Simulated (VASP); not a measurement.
# Mg (P6_3/mmc) in VASP: notebook, part 2 of 2

VASP 6.6.1. Earlier steps stand in the parts before.

## 5. Single point, PBEsol

This run uses another cell than the first one: it holds 36 atoms, not 2.

File INCAR:

```
SYSTEM = Mg
ALGO = Fast
EDIFF = 1E-6
ENCUT = 520
GGA = PS
ISIF = 2
ISMEAR = 0
LASPH = .TRUE.
LCHARG = .FALSE.
LREAL = Auto
LWAVE = .FALSE.
NBANDS = 60
NELM = 100
PREC = Accurate
SIGMA = 0.1
```

File KPOINTS:

```
k-points
0
G
  3 3 3
  0 0 0
```

File POSCAR:

```
Mg
1.0
    4.7830887055     -8.2845526725      0.0000000000
    4.7830887206      8.2845526638      0.0000000000
    0.0000000000      0.0000000000     10.2175098346
Mg
36
Direct
    0.5555555556      0.1111111111      0.1250000000
    0.5555555556      0.1111111111      0.6250000000
    0.2222222222      0.1111111111      0.1250000000
    0.2222222222      0.1111111111      0.6250000000
    0.8888888889      0.1111111111      0.1250000000
    0.8888888889      0.1111111111      0.6250000000
    0.5555555556      0.4444444444      0.1250000000
    0.5555555556      0.4444444444      0.6250000000
    0.2222222222      0.4444444444      0.1250000000
    0.2222222222      0.4444444444      0.6250000000
    0.8888888889      0.4444444444      0.1250000000
    0.8888888889      0.4444444444      0.6250000000
    0.5555555556      0.7777777778      0.1250000000
    0.5555555556      0.7777777778      0.6250000000
    0.2222222222      0.7777777778      0.1250000000
    0.2222222222      0.7777777778      0.6250000000
    0.8888888889      0.7777777778      0.1250000000
    0.8888888889      0.7777777778      0.6250000000
    0.7777777778      0.2222222222      0.3750000000
    0.7777777778      0.2222222222      0.8750000000
    0.4444444444      0.2222222222      0.3750000000
    0.4444444444      0.2222222222      0.8750000000
    0.1111111111      0.2222222222      0.3750000000
    0.1111111111      0.2222222222      0.8750000000
    0.7777777778      0.5555555556      0.3750000000
    0.7777777778      0.5555555556      0.8750000000
    0.4444444444      0.5555555556      0.3750000000
    0.4444444444      0.5555555556      0.8750000000
    0.1111111111      0.5555555556      0.3750000000
    0.1111111111      0.5555555556      0.8750000000
    0.7777777778      0.8888888889      0.3750000000
    0.7777777778      0.8888888889      0.8750000000
    0.4444444444      0.8888888889      0.3750000000
    0.4444444444      0.8888888889      0.8750000000
    0.1111111111      0.8888888889      0.3750000000
    0.1111111111      0.8888888889      0.8750000000
```

Potentials or basis: VASP PAW PBE potentials, release 64 (Mg).

Run with:

```bash
$ cat potpaw_PBE.64/Mg/POTCAR > POTCAR
$ mpirun -np 1 vasp_std > vasp.out
```

OUTCAR:

```text
SYSTEM = Mg
   EDIFF = 1E-6
   ENCUT = 520
   GGA = PS
   ISIF = 2
   ISMEAR = 0
   LASPH = .TRUE.
   LREAL = Auto
   NELM = 100
   PREC = Accurate

 ion  position               nearest neighbor table
   1  0.556  0.111  0.125-  19 3.15  20 3.15  33 3.15  34 3.15  21 3.15  22 3.15  11 3.19   5 3.19
                             7 3.19  13 3.19  15 3.19   3 3.19
   2  0.556  0.111  0.625-  19 3.15  20 3.15  33 3.15  34 3.15  21 3.15  22 3.15  12 3.19   6 3.19
                             8 3.19  14 3.19  16 3.19   4 3.19
   3  0.222  0.111  0.125-  21 3.15  22 3.15  35 3.15  36 3.15  23 3.15  24 3.15  17 3.19   5 3.19
                             9 3.19  15 3.19   7 3.19   1 3.19
   4  0.222  0.111  0.625-  21 3.15  22 3.15  35 3.15  36 3.15  23 3.15  24 3.15  18 3.19   6 3.19
                            10 3.19  16 3.19   8 3.19   2 3.19
   5  0.889  0.111  0.125-  23 3.15  24 3.15  31 3.15  32 3.15  19 3.15  20 3.15   9 3.19  13 3.19
                             1 3.19   3 3.19  11 3.19  17 3.19
   6  0.889  0.111  0.625-  23 3.15  24 3.15  31 3.15  32 3.15  19 3.15  20 3.15  10 3.19  14 3.19
                             2 3.19   4 3.19  12 3.19  18 3.19
   7  0.556  0.444  0.125-  25 3.15  26 3.15  21 3.15  22 3.15  27 3.15  28 3.15  11 3.19   1 3.19
                             3 3.19  17 3.19   9 3.19  13 3.19
   8  0.556  0.444  0.625-  25 3.15  26 3.15  21 3.15  22 3.15  27 3.15  28 3.15  12 3.19   2 3.19
[... 561 lines left out ...]
 [bands above 48 left out]

------------------------ aborting loop because EDIFF is reached ----------------------------------------

  FORCE on cell =-STRESS in cart. coord.  units (eV):
  Direction    XX          YY          ZZ          XY          YZ          ZX
  --------------------------------------------------------------------------------------
  -------------------------------------------------------------------------------------
  Total        0.3482600      0.3482600      0.3184277      0.0000000     -0.0000000      0.0000000
  in kB        0.6890673      0.6890673      0.6300411      0.0000000     -0.0000000      0.0000000
  external PRESSURE =       0.6693919 kB  Pullay stress =       0.0000000 kB

 VOLUME and BASIS-vectors are now :
 -----------------------------------------------------------------------------
  energy-cutoff  :      520.00
  volume of cell :      809.75
      direct lattice vectors                 reciprocal lattice vectors
     4.783088705 -8.284552673  0.000000000     0.104534963 -0.060353289  0.000000000
     4.783088721  8.284552664  0.000000000     0.104534963  0.060353289  0.000000000
     0.000000000  0.000000000 10.217509835     0.000000000  0.000000000  0.097871205

 POSITION                                       TOTAL-FORCE (eV/Angst)
 -----------------------------------------------------------------------------------
      3.18873     -3.68202      1.27719         0.000000      0.000000      0.000000
      3.18873     -3.68202      6.38594        -0.000000     -0.000000      0.000000
      1.59436     -0.92051      1.27719         0.000000      0.000000     -0.000000
      1.59436     -0.92051      6.38594        -0.000000     -0.000000      0.000000
      4.78309     -6.44354      1.27719         0.000000      0.000000      0.000000
      4.78309     -6.44354      6.38594        -0.000000     -0.000000      0.000000
[... 28 lines left out ...]
      4.78309      6.44354      3.83157        -0.000000     -0.000000     -0.000000
      4.78309      6.44354      8.94032        -0.000000      0.000000     -0.000000
 -----------------------------------------------------------------------------------
    total drift:                                0.000000      0.000000     -0.000000

  FREE ENERGIE OF THE ION-ELECTRON SYSTEM (eV)
  ---------------------------------------------------
  free  energy   TOTEN  =       -61.9347060750 eV

  energy  without entropy=      -61.8348684192  energy(sigma->0) =      -61.88478725
```

stdout:

```text
POSCAR found type information on POSCAR Mg
 POSCAR found :  1 types and      36 ions
 scaLAPACK will be used
 -----------------------------------------------------------------------------
|                                                                             |
|                                                                             |
|     You enforced a specific xc type in the INCAR file but a different       |
|     I HOPE YOU KNOW WHAT YOU ARE DOING!                                     |
|                                                                             |
 -----------------------------------------------------------------------------

 LDA part: xc-table for (Slater+PW92), standard interpolation
 POSCAR, INCAR and KPOINTS ok, starting setup
 FFT: planning ... GRIDC
 FFT: planning ... GRID_SOFT
 FFT: planning ... GRID
 WAVECAR not read
 entering main loop
```

Wall time 8.8 min (1 thread of Intel Xeon 6975P-C, shared host); peak memory 0.87 GiB.

What came out:

* Free energy: -61.9347 eV
* Pressure: 0.1 GPa
* Band gap on the k mesh: zero (band 36 reaches 3.05 eV, above the bottom of band 37 at 2.41 eV)

Levels at points of the mesh, in eV from the Fermi level:
```tsv
k point	band 31	band 32	band 33	band 34	band 35	band 36	band 37	band 38	band 39	band 40
(0.00, 0.00, 0.00)	0.32	0.32	0.32	0.51	0.51	0.51	0.51	0.51	0.51	0.80
```

Caveat: the PAW data sets were made with another functional, which shifts forces and pressure a little.

## 6. Summary

```csv
task,cell,k mesh,cutoff (eV),gap on the mesh (eV),pressure (GPa)
single point,"a = 3.172, b = 3.172, c = 5.141 Å, angles 90.0, 90.0, 120.0°, 2 atoms",6 × 6 × 4,520,none,0.2
single point,"a = 3.189, b = 3.189, c = 5.109 Å, angles 90.0, 90.0, 120.0°, 2 atoms",18 × 18 × 8,520,none,0.0
relaxation of cell and atoms,"relaxed from a = 3.172, b = 3.172, c = 5.141 Å, angles 90.0, 90.0, 120.0°, 2 atoms",18 × 18 × 8,600,none,0.0
single point,"a = 9.566, b = 9.566, c = 10.218 Å, angles 90.0, 90.0, 120.0°, 36 atoms",3 × 3 × 3,520,none,0.1
```

Alike in all rows: level PBEsol; potentials or basis VASP PAW PBE potentials, release 64 (Mg); no spin polarisation; smearing gaussian 0.1 eV.

Caveats: some runs use coarse meshes; the PAW data sets were made with another functional, which shifts forces and pressure a little.

Absolute energies hang on the potentials; compare differences alone.
